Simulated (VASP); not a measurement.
# MnO (P6_3mc) in VASP: notebook, part 2 of 2

VASP 6.6.1.

## Step 3: Single point, PBEsol, collinear spin, ferromagnetic start (zz strain of +1 %)

INCAR reads:

```
  ALGO = Normal
  EDIFF = 1E-7
  ENCUT = 520
  GGA = PS
  ISIF = 2
  ISMEAR = -1
  ISPIN = 2
  LASPH = True
  LCHARG = True
  LELF = True
  LMAXMIX = 4
  LORBIT = 11
  LREAL = False
  LVHAR = True
  LWAVE = False
  MAGMOM = 4 4 0 0
  NBANDS = 31
  NELM = 150
  PREC = Accurate
  SIGMA = 0.05
```

KPOINTS reads:

```
k-points
0
Gamma
  14 14 8
```

POSCAR reads:

```
MnO
1.0
    3.3717009293      0.0000000000      0.0000000000
   -1.6858504646      2.9199786587      0.0000000000
    0.0000000000      0.0000000000      5.4393550000
Mn O
2 2
Direct
    0.3333333333      0.6666666667      0.0109600000
    0.6666666667      0.3333333333      0.5109600000
    0.3333333333      0.6666666667      0.3754700000
    0.6666666667      0.3333333333      0.8754700000
```

Potentials or basis: VASP PAW PBE potentials, release 64 (Mn_pv, O).

The run is started by

```sh
> cat potpaw_PBE.64/Mn_pv/POTCAR potpaw_PBE.64/O/POTCAR > POTCAR
> mpirun -np 1 vasp_std > vasp.out
```

OUTCAR:

```text
EDIFF = 1E-7
   ENCUT = 520
   GGA = PS
   ISIF = 2
   ISMEAR = -1
   ISPIN = 2
   LASPH = True
   LORBIT = 11
   LREAL = False
   NELM = 150
   PREC = Accurate

 ion  position               nearest neighbor table
   1  0.333  0.667  0.011-   3 1.98   4 2.08   4 2.08   4 2.08
   2  0.667  0.333  0.511-   4 1.98   3 2.08   3 2.08   3 2.08
   3  0.333  0.667  0.375-   1 1.98   2 2.08   2 2.08   2 2.08
   4  0.667  0.333  0.875-   2 1.98   1 2.08   1 2.08   1 2.08

  LATTYP: Found a hexagonal cell.
 ALAT       =     3.3717009293
 C/A-ratio  =     1.6132376845
[... 1864 lines left out ...]
  volume of cell :       53.55
      direct lattice vectors                 reciprocal lattice vectors
     3.371700929  0.000000000  0.000000000     0.296586210  0.171234128  0.000000000
    -1.685850465  2.919978659  0.000000000     0.000000000  0.342468256  0.000000000
     0.000000000  0.000000000  5.439355000     0.000000000  0.000000000  0.183845327

 POSITION                                       TOTAL-FORCE (eV/Angst)
 -----------------------------------------------------------------------------------
     -0.00000      1.94665      0.05962         0.000000      0.000000     -0.481676
      1.68585      0.97333      2.77929        -0.000000      0.000000     -0.481676
     -0.00000      1.94665      2.04231        -0.000000      0.000000      0.481676
      1.68585      0.97333      4.76199         0.000000     -0.000000      0.481676
 -----------------------------------------------------------------------------------
    total drift:                               -0.000000      0.000000      0.000685

  FREE ENERGIE OF THE ION-ELECTRON SYSTEM (eV)
  ---------------------------------------------------
  free  energy   TOTEN  =       -34.2792455227 eV

  energy  without entropy=      -34.2761759018  energy(sigma->0) =      -34.27771071

 total charge

# of ion       s       p       d       tot
------------------------------------------
    1        0.242   6.230   4.947  11.418
    2        0.242   6.230   4.947  11.418
    3        1.550   3.437   0.000   4.987
    4        1.550   3.437   0.000   4.987
--------------------------------------------------
tot          3.584  19.332   9.894  32.811

 magnetization (x)

# of ion       s       p       d       tot
------------------------------------------
    1        0.037   0.062   4.306   4.406
    2        0.037   0.062   4.306   4.406
    3        0.019   0.177   0.000   0.197
    4        0.019   0.177   0.000   0.197
--------------------------------------------------
tot          0.113   0.479   8.613   9.205
```

OSZICAR:

```text
N       E                     dE             d eps       ncg     rms          rms(c)
DAV:   1     0.448290946727E+03    0.44829E+03   -0.21155E+04 14944   0.144E+03
DAV:   2    -0.215255990733E+01   -0.45044E+03   -0.42083E+03 15307   0.434E+02
DAV:   3    -0.388244106676E+02   -0.36672E+02   -0.35801E+02 16960   0.132E+02
DAV:   4    -0.394067459231E+02   -0.58234E+00   -0.58160E+00 15685   0.178E+01
DAV:   5    -0.394127979960E+02   -0.60521E-02   -0.60518E-02 17190   0.190E+00    0.216E+01
DAV:   6    -0.352092337711E+02    0.42036E+01   -0.29524E+01 18003   0.515E+01    0.210E+01
DAV:   7    -0.342794555537E+02    0.92978E+00   -0.39644E+00 15210   0.267E+01    0.128E+01
DAV:   8    -0.343061755262E+02   -0.26720E-01   -0.59450E-01 16511   0.449E+00    0.748E+00
DAV:   9    -0.342693410350E+02    0.36834E-01   -0.12823E-01 15429   0.317E+00    0.185E+00
DAV:  10    -0.342754898542E+02   -0.61488E-02   -0.30417E-02 15762   0.164E+00    0.821E-01
DAV:  11    -0.342787636667E+02   -0.32738E-02   -0.48508E-03 15805   0.678E-01    0.253E-01
DAV:  12    -0.342791930051E+02   -0.42934E-03   -0.30452E-04 18292   0.189E-01    0.631E-02
DAV:  13    -0.342792175779E+02   -0.24573E-04   -0.77755E-05 16012   0.612E-02    0.576E-02
DAV:  14    -0.342792436564E+02   -0.26079E-04   -0.46674E-05 15517   0.436E-02    0.197E-02
DAV:  15    -0.342792446019E+02   -0.94542E-06   -0.42150E-06 16455   0.156E-02    0.913E-03
DAV:  16    -0.342792453549E+02   -0.75308E-06   -0.85233E-07 15760   0.903E-03    0.283E-03
DAV:  17    -0.342792454938E+02   -0.13890E-06   -0.28089E-07 13971   0.298E-03    0.130E-03
DAV:  18    -0.342792455227E+02   -0.28908E-07   -0.49756E-08 10768   0.131E-03
   1 F= -.34279246E+02 E0= -.34277711E+02  d E =-.306962E-02  mag=     9.9929
```

Wall time 4.3 min (1 thread of Intel Xeon Platinum 8488C (Sapphire Rapids), shared host); peak memory 0.39 GiB.

Results:

| Quantity | Value |
| --- | --- |
| Free energy | -34.2792 eV |
| Pressure | -0.3 GPa |
| Largest force | 0.482 eV/Å |
| Band gap on the k mesh | zero (filled and empty bands overlap) |
| Net moment | 9.99 μB per cell |
| Site moments | Mn +4.41; O +0.20 μB |
| Valence electrons inside the program's atomic spheres | Mn 11.42; O 4.99 |

Forces in eV/Å, atoms in the order of the input:
```
Mn   0.000  0.000 -0.482
Mn   0.000  0.000 -0.482
O    0.000  0.000  0.482
O    0.000  0.000  0.482
```

Stress tensor (GPa, compression positive):
```
-2.04  0.00  0.00
 0.00 -2.04  0.00
 0.00  0.00  3.22
```

Levels at points of the mesh, in eV from the Fermi level:
Spin up:
```csv
k point,band 22,band 23,band 24,band 25,band 26,band 27
"(0.00, 0.00, 0.00)",-1.05,0.00,0.00,0.03,3.58,5.39
"(0.50, 0.00, 0.00)",-1.92,-0.90,-0.73,3.79,4.20,5.66
"(0.00, 0.00, 0.50)",-0.54,-0.54,-0.54,1.11,1.11,8.17
"(0.50, 0.00, 0.50)",-1.30,-1.26,-1.26,3.74,3.74,6.04
```
Spin down:
```csv
k point,band 11,band 12,band 13,band 14,band 15,band 16,band 17,band 18
"(0.00, 0.00, 0.00)",-4.86,-4.86,-4.66,-4.66,-0.15,0.96,0.96,1.11
"(0.50, 0.00, 0.00)",-5.29,-4.87,-4.78,-4.59,0.39,0.44,1.22,1.49
"(0.00, 0.00, 0.50)",-4.78,-4.78,-4.78,-4.78,1.41,1.41,1.41,1.41
"(0.50, 0.00, 0.50)",-4.88,-4.88,-4.69,-4.69,0.88,0.88,1.49,1.49
```

Caveat: the cell differs from its parent crystal (zz strain of +1 %); the stress differs along the axes, from -2 to 3 GPa; the PAW data sets were made with another functional, which shifts forces and pressure a little; semilocal functionals often make such compounds metallic where correlation or magnetic order opens a gap, which also shifts bond lengths; the run started ferromagnetic, and an antiferromagnetic order may lie lower in energy.
